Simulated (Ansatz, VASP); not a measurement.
## One calculation of KF, two programs

```xyz
2
Lattice="0.0000 2.7105 2.6089 2.5682 0.0000 2.6089 2.5682 2.7105 0.0000" Properties=species:S:1:pos:R:3 pbc="T T T"
K     0.0000    0.0000    0.0000
F     2.5682    2.7105    2.6089
```

Change from the starting cell: normal strain along x -0.0525, normal strain along z -0.0375.

Alike in both runs: task single point; functional PBE; k mesh 8 × 8 × 8; occupations gaussian, width 0.05 eV; no spin polarisation.

|  | VASP | Ansatz |
| --- | --- | --- |
| version | VASP 6.6.1 | Ansatz 0.2.0 |
| potentials or method | VASP PAW PBE potentials, release 64 (K_sv, F), cutoff 520 eV | scalar-relativistic, plane waves, PAW |
| valence electrons in the cell | 16 | 16 |

|  | VASP | Ansatz | Ansatz less VASP |
| --- | --- | --- | --- |
| gap on the k mesh at the Fermi level (eV) | 6.37 | 6.39 | +0.017 |
| least direct gap on the mesh (eV) | 6.37 | 6.39 | +0.017 |
| pressure (GPa) | 3.7 | 3.6 | -0.09 |
| traceless stress, the component that is largest in VASP (GPa) | -2.23 | -2.15 | +0.082 |
